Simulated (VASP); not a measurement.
# AlNi (Pm) in VASP: further runs

AlNi is run at these levels: PBEsol; tasks: single point.

Program: VASP 6.6.1. These are calculated values, not measurements. Logs are shortened: lines on timing, memory, paths and dates and some standing lists are left out, and cuts for length are marked.

## (1) The cell of the first run

It takes space group Pm (No. 6, monoclinic). The conventional cell has a = 2.862 Å, b = 2.862 Å, c = 2.862 Å, α = 90.00°, β = 90.00°, γ = 90.00°. Within 3.2 Å of Al (site symmetry m) lie 8 Ni at 2.43 to 2.53 Å and 6 Al at 2.86 Å. Within 3.2 Å of Ni (site symmetry m) lie 8 Al at 2.43 to 2.53 Å and 6 Ni at 2.86 Å.

## (2) Single point, PBEsol (atoms displaced along several vibrational modes)

File INCAR:

```
SYSTEM = AlNi
PREC     = Accurate       ! precision mode
ENCUT    = 520            ! plane-wave cutoff, eV
EDIFF    = 1E-6           ! SCF threshold, eV
ISMEAR   = 0              ! smearing method
SIGMA    = 0.15           ! smearing width, eV
LREAL    = .FALSE.        ! projectors in reciprocal space
LASPH    = .TRUE.         ! aspherical terms in the spheres
NELM     = 100            ! most SCF steps
ALGO     = Fast           ! electronic algorithm
ISIF     = 2              ! what is computed and relaxed
LWAVE    = .FALSE.        ! write WAVECAR
LCHARG   = .FALSE.        ! write CHGCAR
GGA      = PS             ! functional
NBANDS   = 14             ! bands
```

File KPOINTS:

```
regular mesh
0
G
  16 16 16
  0 0 0
```

File POSCAR:

```
AlNi
1.0
    2.8618233745      0.0000000000      0.0000000000
    0.0000000000      2.8618233745      0.0000000000
    0.0000000000      0.0000000000      2.8618233745
Al Ni
1 1
Direct
   -0.0132782478     -0.0066391239      0.0000000000
    0.5061040518      0.5030520259      0.5000000000
```

Potentials or basis: VASP PAW PBE potentials, release 64 (Al, Ni).

Launch:

```sh
$ cat potpaw_PBE.64/Al/POTCAR potpaw_PBE.64/Ni/POTCAR > POTCAR
$ mpirun -np 1 vasp_std > vasp.out
```

OUTCAR:

```text
SYSTEM = AlNi
   PREC = Accurate
   ENCUT = 520
   EDIFF = 1E-6
   ISMEAR = 0
   LREAL = .FALSE.
   LASPH = .TRUE.
   NELM = 100
   ISIF = 2
   GGA = PS

 ion  position               nearest neighbor table
   1  0.987  0.993  0.000-   2 2.43   2 2.43   2 2.46   2 2.46   2 2.50   2 2.50   2 2.53   2 2.53

   2  0.506  0.503  0.500-   1 2.43   1 2.43   1 2.46   1 2.46   1 2.50   1 2.50   1 2.53   1 2.53

  LATTYP: Found a simple cubic cell.
 ALAT       =     2.8618233745

  Lattice vectors:

 A1 = (   2.8618233745,   0.0000000000,   0.0000000000)
 A2 = (   0.0000000000,   2.8618233745,   0.0000000000)
 A3 = (   0.0000000000,   0.0000000000,   2.8618233745)

Analysis of symmetry for initial positions (statically):
=====================================================================
 Subroutine PRICEL returns:
 Original cell was already a primitive cell.

 Routine SETGRP: Setting up the symmetry group for a
 simple cubic supercell.

 Subroutine GETGRP returns: Found  2 space group operations
 (whereof  2 operations were pure point group operations)
 out of a pool of 48 trial point group operations.

The static configuration has the point symmetry C_1h.

Analysis of symmetry for dynamics (positions and initial velocities):
=====================================================================
 Subroutine PRICEL returns:
 Original cell was already a primitive cell.

 Routine SETGRP: Setting up the symmetry group for a
 simple cubic supercell.

 Subroutine GETGRP returns: Found  2 space group operations
 (whereof  2 operations were pure point group operations)
 out of a pool of 48 trial point group operations.

The dynamic configuration has the point symmetry C_1h.

 Subroutine INISYM returns: Found  2 space group operations
 (whereof  2 operations are pure point group operations),
 and found     1 'primitive' translations

----------------------------------------------------------------------------------------

                                     Primitive cell

  volume of cell :      23.4384

  direct lattice vectors                    reciprocal lattice vectors
     2.861823375  0.000000000  0.000000000     0.349427574  0.000000000  0.000000000
     0.000000000  2.861823375  0.000000000     0.000000000  0.349427574  0.000000000
     0.000000000  0.000000000  2.861823375     0.000000000  0.000000000  0.349427574

  length of vectors
     2.861823375  2.861823375  2.861823375     0.349427574  0.349427574  0.349427574

  position of ions in fractional coordinates (direct lattice)
     0.986721752  0.993360876  0.000000000
     0.506104052  0.503052026  0.500000000

  ion indices of the primitive-cell ions
   primitive index   ion index
                 1           1
                 2           2

----------------------------------------------------------------------------------------

 KPOINTS: regular mesh

Automatic generation of k-mesh.
 Grid dimensions read from file:
 generate k-points for:   16   16   16

 Generating k-lattice:

  Cartesian coordinates                     Fractional coordinates (reciprocal lattice)
     0.021839223  0.000000000  0.000000000     0.062500000  0.000000000  0.000000000
     0.000000000  0.021839223  0.000000000     0.000000000  0.062500000  0.000000000
     0.000000000  0.000000000  0.021839223     0.000000000  0.000000000  0.062500000

  Length of vectors
     0.021839223  0.021839223  0.021839223

  Shift w.r.t. Gamma in fractional coordinates (k-lattice)
     0.000000000  0.000000000  0.000000000

 Subroutine IBZKPT returns following result:
 ===========================================

 Found   1170 irreducible k-points:

 Following reciprocal coordinates:
            Coordinates               Weight
  0.000000  0.000000  0.000000      1.000000
  0.062500  0.000000  0.000000      2.000000
  0.000000  0.062500  0.000000      2.000000
  0.000000  0.000000  0.062500      2.000000
  0.125000  0.000000  0.000000      2.000000
  0.000000  0.125000  0.000000      2.000000
[... 16 lines left out ...]
  0.500000  0.000000  0.000000      1.000000
  0.000000  0.500000  0.000000      1.000000
 [... further k-points ...]
   k-points           NKPTS =   1170   k-points in BZ     NKDIM =   1170   number of bands    NBANDS=     14
   number of dos      NEDOS =    301   number of ions     NIONS =      2
   total plane-waves  NPLWV =  13824
   dimension x,y,z NGX =    24 NGY =   24 NGZ =   24
   dimension x,y,z NGXF=    48 NGYF=   48 NGZF=   48
   ions per type =               1   1
   NGX,Y,Z   is equivalent  to a cutoff of  13.94, 13.94, 13.94 a.u.
   NGXF,Y,Z  is equivalent  to a cutoff of  27.88, 27.88, 27.88 a.u.
 SYSTEM =  AlNi
   PREC   = accura    normal or accurate (medium, high low for compatibility)
   ISTART =      0    job   : 0-new  1-cont  2-samecut
   ICHARG =      2    charge: 1-file 2-atom 10-const
   ISPIN  =      1    spin polarized calculation?
   LNONCOLLINEAR =      F non collinear calculations
   LSORBIT =      F    spin-orbit coupling
   LASPH  =      T    aspherical Exc in radial PAW
   ENCUT  =  520.0 eV  38.22 Ry    6.18 a.u.   5.32  5.32  5.32*2*pi/ulx,y,z
   NELM   =    100;   NELMIN=  2; NELMDL= -5     # of ELM steps
   EDIFF  = 0.1E-05   stopping-criterion for ELM
   LREAL  =      F    real-space projection
[... 7 lines left out ...]
   TEBEG  =    0.0;   TEEND  =   0.0 temperature during run
   PSTRESS=    0.0 pullay stress
   NELECT =      13.0000    total number of electrons
   NUPDOWN=      -1.0000    fix difference up-down
   EMIN   =  10.00;   EMAX   =-10.00  energy-range for DOS
   EFERMI =   0.00;   METHOD = LEGACY
   ISMEAR =     0;   SIGMA  =   0.15  broadening in eV -4-tet -1-fermi 0-gaus
   EFERMI_NEDOS =   21; number of points for ismear=-14 and -15
   IALGO  =     68    algorithm
   IMIX   =      4    mixing-type and parameters
     AMIX     =   0.40;   BMIX     =  1.00
     AMIX_MAG =   1.60;   BMIX_MAG =  1.00
  volume/ion in A,a.u.               =      11.72        79.09
  Fermi-wavevector in a.u.,A,eV,Ry     =   1.345075  2.541823 24.616019  1.809226
  Thomas-Fermi vector in A             =   2.473017
   LORBIT       =      0    0 simple, 1 ext, 2 COOP (PROOUT), +10 PAW based schemes
   GGA     = PS    functional components
   LHFCALC =     F    Hartree Fock is set to
   AEXX    =    0.0000 exact exchange contribution
   IVDW    =     0    specifies the selected vdW correction
   LEPSILON=     F    determine dielectric tensor
   LRPA    =     F    only Hartree local field effects (RPA)
 non-spin polarized calculation
 RMM-DIIS sequential band-by-band and
 Gauss-broadening in eV      SIGMA  =   0.15
  energy-cutoff  :      520.00
  volume of cell :       23.44
 maximum number of plane-waves:       655
 NGX is ok and might be reduce to    24
   NGX = 11   NGY = 11   NGZ = 11

 number of electron      13.0000003 magnetization

 Free energy of the ion-electron system (eV)
  ---------------------------------------------------
  ext. energy  EPLUGINS =         0.00000000
  ---------------------------------------------------
  free energy    TOTEN  =       -11.57922109 eV

  energy without entropy =      -11.57073359  energy(sigma->0) =      -11.57497734

 E-fermi :  10.1649     XC(G=0): -12.2625

 val. band max:       10.1648085244   @ k =   0.4375   0.2500   0.4375
 cond. band min:      10.1650190934   @ k =   0.4375   0.4375   0.2500
 fundamental gap:      0.0002105690
 Fermi energy:        10.1648748766

 k-point     1 :       0.0000    0.0000    0.0000
  band No.  band energies     occupation
      1      -1.1146      2.00000
      2       6.8245      2.00000
      3       6.8275      2.00000
      4       8.5742      2.00000
      5       8.5788      2.00000
      6       8.5795      2.00000
      7      15.7426      0.00000
      8      15.7461      0.00000
      9      15.7511      0.00000
     10      18.3794      0.00000
     11      18.3816      0.00000
     12      24.2252      0.00000
     13      31.2576      0.00000
     14      31.2765      0.00000

 k-point     2 :       0.0625    0.0000    0.0000
  band No.  band energies     occupation
      1      -1.0416      2.00000
      2       6.8229      2.00000
      3       6.8420      2.00000
      4       8.5454      2.00000
      5       8.5465      2.00000
      6       8.5793      2.00000
      7      14.9458      0.00000
      8      15.8427      0.00000
      9      15.8441      0.00000
     10      18.3827      0.00000
     11      19.1125      0.00000
     12      24.4745      0.00000
     13      30.4075      0.00000
     14      30.4107      0.00000

 k-point     3 :       0.0000    0.0625    0.0000
  band No.  band energies     occupation
      1      -1.0416      2.00000
      2       6.8209      2.00000
      3       6.8440      2.00000
      4       8.5429      2.00000
      5       8.5465      2.00000
      6       8.5818      2.00000
      7      14.9426      0.00000
      8      15.8427      0.00000
      9      15.8486      0.00000
     10      18.3840      0.00000
     11      19.1089      0.00000
     12      24.4754      0.00000
     13      30.4089      0.00000
     14      30.4233      0.00000
[... 324 lines left out ...]
 k-point    23 :       0.5000    0.0000    0.0000
  band No.  band energies     occupation
      1       3.1441      2.00000
      2       3.2990      2.00000
      3       7.3142      2.00000
      4       7.8548      2.00000
      5       7.8561      2.00000
      6       8.6671      2.00000
      7       9.5059      2.00000
      8      18.4939      0.00000
      9      20.2391      0.00000
     10      20.2425      0.00000
     11      21.2707      0.00000
     12      21.2770      0.00000
     13      24.6635      0.00000
     14      25.6977      0.00000

 k-point    24 :       0.0000    0.5000    0.0000
  band No.  band energies     occupation
      1       3.1676      2.00000
      2       3.2760      2.00000
      3       7.3162      2.00000
      4       7.8512      2.00000
      5       7.8564      2.00000
      6       8.6691      2.00000
      7       9.5033      2.00000
      8      18.4918      0.00000
      9      20.2507      0.00000
     10      20.2642      0.00000
     11      21.2436      0.00000
     12      21.2691      0.00000
     13      24.7069      0.00000
     14      25.6592      0.00000

 [... further k-points ...]

------------------------ aborting loop because EDIFF is reached ----------------------------------------

  FORCE on cell =-STRESS in cart. coord.  units (eV):
  Direction    XX          YY          ZZ          XY          YZ          ZX
  --------------------------------------------------------------------------------------
  -------------------------------------------------------------------------------------
  Total        0.0537424      0.0719686      0.0781719      0.0346984      0.0000000      0.0000000
  in kB        3.6736643      4.9195498      5.3435886      2.3718757      0.0000000      0.0000000
  external PRESSURE =       4.6456009 kB  Pullay stress =       0.0000000 kB

 VOLUME and BASIS-vectors are now :
 -----------------------------------------------------------------------------
  energy-cutoff  :      520.00
  volume of cell :       23.44
      direct lattice vectors                 reciprocal lattice vectors
     2.861823375  0.000000000  0.000000000     0.349427574  0.000000000  0.000000000
     0.000000000  2.861823375  0.000000000     0.000000000  0.349427574  0.000000000
     0.000000000  0.000000000  2.861823375     0.000000000  0.000000000  0.349427574

 POSITION                                       TOTAL-FORCE (eV/Angst)
 -----------------------------------------------------------------------------------
      2.82382      2.84282      0.00000         0.348382      0.175523      0.000000
      1.44838      1.43965      1.43091        -0.348382     -0.175523      0.000000
 -----------------------------------------------------------------------------------
    total drift:                               -0.000494     -0.000240      0.000013

  FREE ENERGIE OF THE ION-ELECTRON SYSTEM (eV)
  ---------------------------------------------------
  free  energy   TOTEN  =       -11.5792210881 eV

  energy  without entropy=      -11.5707335880  energy(sigma->0) =      -11.57497734
```

Wall time 1.9 min (1 thread of Intel Xeon 6975P-C (Granite Rapids), shared host); peak memory 0.48 GiB.

What came out:

```yaml
Free_energy: -11.5792 eV
Pressure: 0.5 GPa
Largest_force: 0.390 eV/Å
Band_gap_on_the_k_mesh: zero (an odd number of electrons rules out a gap without spin polarisation)
```

Forces in eV/Å, atoms in the order of the input:
```
Al   0.348  0.176  0.000
Ni  -0.348 -0.176  0.000
```

Stress tensor (GPa, compression positive):
```
0.37 0.24 0.00
0.24 0.49 0.00
0.00 0.00 0.53
```

Caveat: the cell differs from its parent crystal (atoms displaced along several vibrational modes); the PAW data sets were made with another functional, which shifts forces and pressure a little. Spin polarisation is off, so any magnetic state and its effect on volume and gap are missing.

## (3) Single point, PBEsol (atoms displaced along several vibrational modes)

File INCAR:

```
SYSTEM = AlNi
PREC = Accurate
ENCUT = 520
EDIFF = 1E-6
ISMEAR = 0
SIGMA = 0.15
LREAL = .False.
LASPH = .True.
NELM = 100
ALGO = Fast
ISIF = 2
LWAVE = .False.
LCHARG = .False.
GGA = PS
NBANDS = 14
```

File KPOINTS:

```
Automatic mesh
0
Gamma
  16 16 16
  0 0 0
```

File POSCAR:

```
AlNi
1.0
    2.8618233745      0.0000000000      0.0000000000
    0.0000000000      2.8618233745      0.0000000000
    0.0000000000      0.0000000000      2.8618233745
Al Ni
1 1
Direct
   -0.0199173717     -0.0132782478      0.0000000000
    0.5091560777      0.5061040518      0.5000000000
```

Potentials or basis: VASP PAW PBE potentials, release 64 (Al, Ni).

Launch:

```sh
$ cat potpaw_PBE.64/Al/POTCAR potpaw_PBE.64/Ni/POTCAR > POTCAR
$ mpirun -np 1 vasp_std > vasp.out
```

It took 2.9 min on 1 thread of Intel Xeon 6975P-C (Granite Rapids), shared host; peak memory 0.48 GiB.

Results (log left out):

```yaml
Free_energy: -11.5598 eV
Pressure: 1.0 GPa
Largest_force: 0.635 eV/Å
Band_gap_on_the_k_mesh: zero (an odd number of electrons rules out a gap without spin polarisation)
```

Forces in eV/Å, atoms in the order of the input:
```
Al   0.526  0.355  0.000
Ni  -0.526 -0.355  0.000
```

Stress tensor (GPa, compression positive):
```
0.76 0.71 0.00
0.71 0.96 0.00
0.00 0.00 1.14
```

Levels at points of the mesh, in eV from the Fermi level:
| k point | band 5 | band 6 | band 7 | band 8 | band 9 | band 10 |
| --- | --- | --- | --- | --- | --- | --- |
| (0.00, 0.00, 0.00) | -1.59 | -1.59 | 5.57 | 5.59 | 5.60 | 8.22 |
| (0.50, 0.00, 0.00) | -2.31 | -1.50 | -0.66 | 8.34 | 10.06 | 10.07 |
| (0.00, 0.50, 0.00) | -2.31 | -1.50 | -0.66 | 8.34 | 10.08 | 10.11 |
| (0.00, 0.00, 0.50) | -2.31 | -1.50 | -0.67 | 8.34 | 10.11 | 10.13 |
| (0.50, 0.50, 0.00) | -2.15 | -2.14 | -1.05 | 1.50 | 2.58 | 12.53 |
| (0.00, 0.50, 0.50) | -2.12 | -2.12 | -1.05 | 1.49 | 2.58 | 12.55 |
| (0.50, 0.00, 0.50) | -2.14 | -2.13 | -1.05 | 1.49 | 2.58 | 12.54 |
| (0.50, 0.50, 0.50) | -1.01 | 1.94 | 1.95 | 1.97 | 3.78 | 4.57 |

Caveat: the cell differs from its parent crystal (atoms displaced along several vibrational modes); the PAW data sets were made with another functional, which shifts forces and pressure a little.
